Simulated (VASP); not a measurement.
# LaBi2As3 (Cmmm) in VASP: single point with r2SCAN+rVV10

Aim: the single point of LaBi2As3 with r2SCAN+rVV10.

Program: VASP 6.6.1. These are calculated values, not measurements. Logs are shortened: lines on timing, memory, paths and dates and some standing lists are left out, and cuts for length are marked.

**1. The cell of the first run**

Symmetry: Cmmm, No. 65, orthorhombic system. The conventional cell has a = 6.233 Å, b = 10.039 Å, c = 5.121 Å, α = 90.00°, β = 90.00°, γ = 90.00°. La (site symmetry mmm) has 10 As at 3.43 to 4.03 Å and 8 Bi at 3.91 Å within 4.5 Å. Bi (site symmetry 2/m) has 6 As at 2.95 to 3.18 Å and 2 Bi at 3.12 Å and 4 La at 3.91 Å within 4.0 Å. Within 3.8 Å of As (site symmetry m2m) lie 5 As at 2.88 to 3.78 Å and 4 Bi at 3.18 Å and 3 La at 3.43 to 3.58 Å. As (site symmetry mmm) has 4 As at 2.94 Å and 4 Bi at 2.95 Å and 4 La at 4.03 Å within 4.1 Å.

**2. Single point, r2SCAN+rVV10**

File POSCAR:

```
LaBi2As3
1.0
    3.1162842827     -5.0193649747      0.0000000000
    3.1162842827      5.0193649747      0.0000000000
    0.0000000000      0.0000000000      5.1214757578
La Bi As
1 2 3
Direct
    0.5000000000      0.5000000000      0.0000000000
    0.0000000000      0.5000000000      0.5000000000
    0.5000000000      0.0000000000      0.5000000000
    0.1434289370      0.8565710630      0.0000000000
    0.8565710630      0.1434289370      0.0000000000
    0.0000000000      0.0000000000      0.5000000000
```

File INCAR.step1:

```
ALGO = Normal
EDIFF = 1E-4
ENCUT = 520
GGA = PE
ISMEAR = -1
LASPH = True
LCHARG = False
LREAL = False
LWAVE = True
NBANDS = 37
NELM = 100
PREC = Accurate
SIGMA = 0.03
```

File INCAR.step2:

```
ALGO = Normal
BPARAM = 11.95
CPARAM = 0.0093
EDIFF = 1E-6
ENCUT = 520
ISIF = 2
ISMEAR = -1
ISTART = 1
IVDW_NL = 2
LASPH = True
LCHARG = True
LELF = True
LMIXTAU = True
LREAL = False
LUSE_VDW = True
LVHAR = True
LWAVE = False
METAGGA = R2SCAN
NBANDS = 37
NELM = 100
PREC = Accurate
SIGMA = 0.03
```

File KPOINTS:

```
k-points
0
Gamma
  6 6 6
```

Potentials or basis: VASP PAW PBE potentials, release 64 (La, Bi_d, As).

Launch:

```bash
cat potpaw_PBE.64/La/POTCAR potpaw_PBE.64/Bi_d/POTCAR potpaw_PBE.64/As/POTCAR > POTCAR
cp INCAR.step1 INCAR
mpirun -np 1 vasp_std > vasp.out
cp INCAR.step2 INCAR
mpirun -np 1 vasp_std > vasp.out
```

OUTCAR:

```text
BPARAM = 11.95
   EDIFF = 1E-6
   ENCUT = 520
   ISIF = 2
   ISMEAR = -1
   ISTART = 1
   IVDW_NL = 2
   LASPH = True
   LREAL = False
   METAGGA = R2SCAN
   NELM = 100
   PREC = Accurate

 ion  position               nearest neighbor table
   1  0.500  0.500  0.000-
   2  0.000  0.500  0.500-   6 2.95   6 2.95   3 3.12   3 3.12   4 3.18   5 3.18   5 3.18   4 3.18

   3  0.500  0.000  0.500-   6 2.95   6 2.95   2 3.12   2 3.12   4 3.18   5 3.18   5 3.18   4 3.18

   4  0.143  0.857  0.000-   5 2.88   3 3.18   2 3.18   2 3.18   3 3.18
   5  0.857  0.143  0.000-   4 2.88   3 3.18   2 3.18   2 3.18   3 3.18
   6  0.000  0.000  0.500-   2 2.95   3 2.95   2 2.95   3 2.95

  LATTYP: Found a base centered orthorhombic cell.
 ALAT       =     6.2325685654
 B/A-ratio  =     1.6106890512
 C/A-ratio  =     0.8217279448

  Lattice vectors:

 A1 = (   3.1162842827,  -5.0193649747,   0.0000000000)
 A2 = (   3.1162842827,   5.0193649747,   0.0000000000)
 A3 = (   0.0000000000,   0.0000000000,   5.1214757578)

Analysis of symmetry for initial positions (statically):
=====================================================================
 Subroutine PRICEL returns:
 Original cell was already a primitive cell.

 Routine SETGRP: Setting up the symmetry group for a
 base centered orthorhombic supercell.

 Subroutine GETGRP returns: Found  8 space group operations
 (whereof  8 operations were pure point group operations)
 out of a pool of  8 trial point group operations.

The static configuration has the point symmetry D_2h.

Analysis of symmetry for dynamics (positions and initial velocities):
=====================================================================
 Subroutine PRICEL returns:
 Original cell was already a primitive cell.

 Routine SETGRP: Setting up the symmetry group for a
 base centered orthorhombic supercell.

 Subroutine GETGRP returns: Found  8 space group operations
 (whereof  8 operations were pure point group operations)
 out of a pool of  8 trial point group operations.

The dynamic configuration has the point symmetry D_2h.

 Subroutine INISYM returns: Found  8 space group operations
 (whereof  8 operations are pure point group operations),
 and found     1 'primitive' translations

----------------------------------------------------------------------------------------

                                     Primitive cell

  volume of cell :     160.2179

  direct lattice vectors                    reciprocal lattice vectors
     3.116284283 -5.019364975  0.000000000     0.160447493 -0.099614195  0.000000000
     3.116284283  5.019364975  0.000000000     0.160447493  0.099614195  0.000000000
     0.000000000  0.000000000  5.121475758     0.000000000  0.000000000  0.195256221

  length of vectors
     5.908066729  5.908066729  5.121475758     0.188855463  0.188855463  0.195256221

  position of ions in fractional coordinates (direct lattice)
     0.500000000  0.500000000  0.000000000
     0.000000000  0.500000000  0.500000000
     0.500000000  0.000000000  0.500000000
     0.143428937  0.856571063  0.000000000
     0.856571063  0.143428937  0.000000000
     0.000000000  0.000000000  0.500000000

  ion indices of the primitive-cell ions
   primitive index   ion index
                 1           1
                 2           2
                 3           3
                 4           4
                 5           5
                 6           6

----------------------------------------------------------------------------------------

 KPOINTS: k-points

Automatic generation of k-mesh.
 Grid dimensions read from file:
 generate k-points for:    6    6    6

 Generating k-lattice:

  Cartesian coordinates                     Fractional coordinates (reciprocal lattice)
     0.026741249 -0.016602366  0.000000000     0.166666667  0.000000000  0.000000000
     0.026741249  0.016602366  0.000000000     0.000000000  0.166666667  0.000000000
     0.000000000  0.000000000  0.032542703     0.000000000  0.000000000  0.166666667

  Length of vectors
     0.031475910  0.031475910  0.032542703

  Shift w.r.t. Gamma in fractional coordinates (k-lattice)
     0.000000000  0.000000000  0.000000000

 Subroutine IBZKPT returns following result:
 ===========================================

 Found     52 irreducible k-points:

 Following reciprocal coordinates:
            Coordinates               Weight
  0.000000  0.000000  0.000000      1.000000
  0.166667 -0.000000  0.000000      4.000000
  0.333333 -0.000000  0.000000      4.000000
  0.500000  0.000000  0.000000      2.000000
  0.166667  0.166667  0.000000      2.000000
  0.333333  0.166667  0.000000      4.000000
[... 16 lines left out ...]
  0.333333  0.333333  0.166667      4.000000
  0.500000  0.333333  0.166667      8.000000
 [... further k-points ...]
   k-points           NKPTS =     52   k-points in BZ     NKDIM =     52   number of bands    NBANDS=     37
   number of dos      NEDOS =    301   number of ions     NIONS =      6
   total plane-waves  NPLWV =  92160
   dimension x,y,z NGX =    48 NGY =   48 NGZ =   40
   dimension x,y,z NGXF=    96 NGYF=   96 NGZF=   80
   ions per type =               1   2   3
   NGX,Y,Z   is equivalent  to a cutoff of  13.51, 13.51, 12.98 a.u.
   NGXF,Y,Z  is equivalent  to a cutoff of  27.01, 27.01, 25.97 a.u.
 SYSTEM =  unknown system
   PREC   = accura    normal or accurate (medium, high low for compatibility)
   ISTART =      1    job   : 0-new  1-cont  2-samecut
   ICHARG =      0    charge: 1-file 2-atom 10-const
   ISPIN  =      1    spin polarized calculation?
   LNONCOLLINEAR =      F non collinear calculations
   LSORBIT =      F    spin-orbit coupling
   LASPH  =      T    aspherical Exc in radial PAW
   ENCUT  =  520.0 eV  38.22 Ry    6.18 a.u.  10.99 10.99  9.52*2*pi/ulx,y,z
   NELM   =    100;   NELMIN=  2; NELMDL=  0     # of ELM steps
   EDIFF  = 0.1E-05   stopping-criterion for ELM
   LREAL  =      F    real-space projection
   EDIFFG = 0.1E-04   stopping-criterion for IOM
   NSW    =      0    number of steps for IOM
   IBRION =     -1    ionic relax: 0-MD 1-quasi-New 2-CG
   NFREE  =      0    steps in history (QN), initial steepest desc. (CG)
   ISIF   =      2    stress and relaxation
   ISYM   =      2    0-nonsym 1-usesym 2-fastsym
   POTIM  = 0.5000    time-step for ionic-motion
   TEBEG  =    0.0;   TEEND  =   0.0 temperature during run
   PSTRESS=    0.0 pullay stress
   NELECT =      56.0000    total number of electrons
   NUPDOWN=      -1.0000    fix difference up-down
   EMIN   =  10.00;   EMAX   =-10.00  energy-range for DOS
   EFERMI =   0.00;   METHOD = LEGACY
   ISMEAR =    -1;   SIGMA  =   0.03  broadening in eV -4-tet -1-fermi 0-gaus
   EFERMI_NEDOS =   21; number of points for ismear=-14 and -15
   IALGO  =     38    algorithm
   IMIX   =      4    mixing-type and parameters
     AMIX     =   0.40;   BMIX     =  1.00
     AMIX_MAG =   1.60;   BMIX_MAG =  1.00
  volume/ion in A,a.u.               =      26.70       180.20
  Fermi-wavevector in a.u.,A,eV,Ry     =   1.153189  2.179211 18.093640  1.329845
  Thomas-Fermi vector in A             =   2.289835
   LORBIT       =      0    0 simple, 1 ext, 2 COOP (PROOUT), +10 PAW based schemes
   METAGGA = R2SCAN    functional components
   LHFCALC =     F    Hartree Fock is set to
   AEXX    =    0.0000 exact exchange contribution
   IVDW_NL    =     2    kernel type
   BPARAM     =11.9500
   IVDW    =     0    specifies the selected vdW correction
   LEPSILON=     F    determine dielectric tensor
   LRPA    =     F    only Hartree local field effects (RPA)
 non-spin polarized calculation
  energy-cutoff  :      520.00
  volume of cell :      160.22
 maximum number of plane-waves:      4352
 NGX is ok and might be reduce to    48
   NGX = 21   NGY = 21   NGZ = 19

 number of electron      55.9999990 magnetization

 Free energy of the ion-electron system (eV)
  ---------------------------------------------------
  ext. energy  EPLUGINS =         0.00000000
  ---------------------------------------------------
  free energy    TOTEN  =      -189.93324103 eV

  energy without entropy =     -189.91916994  energy(sigma->0) =     -189.92620548

 E-fermi :   7.3580     XC(G=0): -10.7399

 val. band max:        7.3533762305   @ k =   0.5000   0.5000   0.3333
 cond. band min:       7.3596446691   @ k =   0.0000   0.0000   0.0000
 fundamental gap:      0.0062684386
 Fermi energy:         7.3579724638

 k-point     1 :       0.0000    0.0000    0.0000
  band No.  band energies     occupation
      1     -27.6392      2.00000
      2     -16.8025      2.00000
      3     -16.6415      2.00000
      4     -16.6071      2.00000
      5     -16.4977      2.00000
      6     -16.4846      2.00000
[... 29 lines left out ...]
     36       8.8271      0.00000
     37       8.8700      0.00000

 k-point     2 :       0.1667   -0.0000    0.0000
  band No.  band energies     occupation
      1     -27.6391      2.00000
      2     -16.7716      2.00000
      3     -16.6297      2.00000
      4     -16.5967      2.00000
      5     -16.5050      2.00000
      6     -16.4889      2.00000
[... 29 lines left out ...]
     36       8.8297      0.00000
     37       8.8621      0.00000

 k-point     3 :       0.3333   -0.0000    0.0000
  band No.  band energies     occupation
      1     -27.6389      2.00000
      2     -16.6876      2.00000
      3     -16.5972      2.00000
      4     -16.5690      2.00000
      5     -16.5293      2.00000
      6     -16.5041      2.00000
[... 29 lines left out ...]
     36       8.8637      0.00000
     37       8.8737      0.00000

 k-point     4 :       0.5000    0.0000    0.0000
  band No.  band energies     occupation
      1     -27.6389      2.00000
      2     -16.5841      2.00000
      3     -16.5829      2.00000
      4     -16.5451      2.00000
      5     -16.5434      2.00000
      6     -16.5336      2.00000
[... 29 lines left out ...]
     36       8.7741      0.00000
     37       8.9850      0.00000
[... 683 lines left out ...]
      1     -27.6389      2.00000
      2     -16.8024      2.00000
      3     -16.6397      2.00000
      4     -16.6082      2.00000
      5     -16.4985      2.00000
      6     -16.4848      2.00000
[... 29 lines left out ...]
     36       8.8274      0.00000
     37       8.9558      0.00000

 k-point    23 :       0.3333    0.3333    0.1667
  band No.  band energies     occupation
      1     -27.6385      2.00000
      2     -16.6872      2.00000
      3     -16.5919      2.00000
      4     -16.5703      2.00000
      5     -16.5322      2.00000
      6     -16.5041      2.00000
[... 29 lines left out ...]
     36       8.8214      0.00000
     37       8.8494      0.00000

 k-point    24 :       0.5000    0.3333    0.1667
  band No.  band energies     occupation
      1     -27.6385      2.00000
      2     -16.7712      2.00000
      3     -16.6235      2.00000
      4     -16.5982      2.00000
      5     -16.5084      2.00000
      6     -16.4887      2.00000
[... 29 lines left out ...]
     36       8.8187      0.00000
     37       8.9321      0.00000

 [... further k-points ...]

------------------------ aborting loop because EDIFF is reached ----------------------------------------

  FORCE on cell =-STRESS in cart. coord.  units (eV):
  Direction    XX          YY          ZZ          XY          YZ          ZX
  --------------------------------------------------------------------------------------
  -------------------------------------------------------------------------------------
  Total        0.5162478     -0.2331789      0.7258538     -0.0000000      0.0000000      0.0000000
  in kB        5.1624733     -2.3317872      7.2585321     -0.0000000      0.0000000      0.0000000
  external PRESSURE =       3.3630727 kB  Pullay stress =       0.0000000 kB

 VOLUME and BASIS-vectors are now :
 -----------------------------------------------------------------------------
  energy-cutoff  :      520.00
  volume of cell :      160.22
      direct lattice vectors                 reciprocal lattice vectors
     3.116284283 -5.019364975  0.000000000     0.160447493 -0.099614195  0.000000000
     3.116284283  5.019364975  0.000000000     0.160447493  0.099614195  0.000000000
     0.000000000  0.000000000  5.121475758     0.000000000  0.000000000  0.195256221

 POSITION                                       TOTAL-FORCE (eV/Angst)
 -----------------------------------------------------------------------------------
      3.11628      0.00000      0.00000         0.000000      0.000000      0.000000
      1.55814      2.50968      2.56074        -0.000000      0.000000      0.000000
      1.55814     -2.50968      2.56074        -0.000000      0.000000      0.000000
      3.11628      3.57952      0.00000        -0.000000      0.305940      0.000000
      3.11628     -3.57952      0.00000        -0.000000     -0.305940      0.000000
      0.00000      0.00000      2.56074        -0.000000      0.000000      0.000000
 -----------------------------------------------------------------------------------
    total drift:                                0.000001      0.000000     -0.000000

  FREE ENERGIE OF THE ION-ELECTRON SYSTEM (eV)
  ---------------------------------------------------
  free  energy   TOTEN  =      -189.9332410292 eV

  energy  without entropy=     -189.9191699383  energy(sigma->0) =     -189.92620548
```

Wall time 14 min (1 thread of Intel Xeon Platinum 8488C (Sapphire Rapids), shared host); peak memory 0.87 GiB.

Results:

```yaml
Free_energy: -189.9332 eV
Pressure: 0.3 GPa
Largest_force: 0.306 eV/Å
Band_gap_on_the_k_mesh: zero (bands 28 and 29 overlap by 2.02 eV)
```

Forces in eV/Å, atoms in the order of the input:
```
La   0.000  0.000  0.000
Bi   0.000  0.000  0.000
Bi   0.000  0.000  0.000
As   0.000  0.306  0.000
As   0.000 -0.306  0.000
As   0.000  0.000  0.000
```

Levels at points of the mesh, in eV from the Fermi level:
```tsv
k point	band 25	band 26	band 27	band 28	band 29	band 30	band 31	band 32
(0.00, 0.00, 0.00)	-2.13	-1.67	-1.01	-0.49	-0.46	0.00	0.90	1.06
(0.50, 0.00, 0.00)	-1.90	-1.84	-1.34	-1.30	-1.11	1.05	1.19	1.23
(0.50, 0.50, 0.00)	-2.31	-1.85	-1.20	-1.18	-0.44	1.04	1.30	1.35
(0.00, 0.00, 0.50)	-1.69	-1.02	-0.57	0.32	1.33	1.39	1.39	1.40
(0.50, 0.00, 0.50)	-1.71	-1.42	-0.92	-0.88	0.27	0.60	0.71	1.20
(0.50, 0.50, 0.50)	-1.45	-1.43	-1.17	-0.63	0.42	0.80	0.92	1.05
```

Caveat: the PAW data sets were made with another functional, which shifts forces and pressure a little; spin-orbit coupling is left out, which moves the levels of the heavy elements.
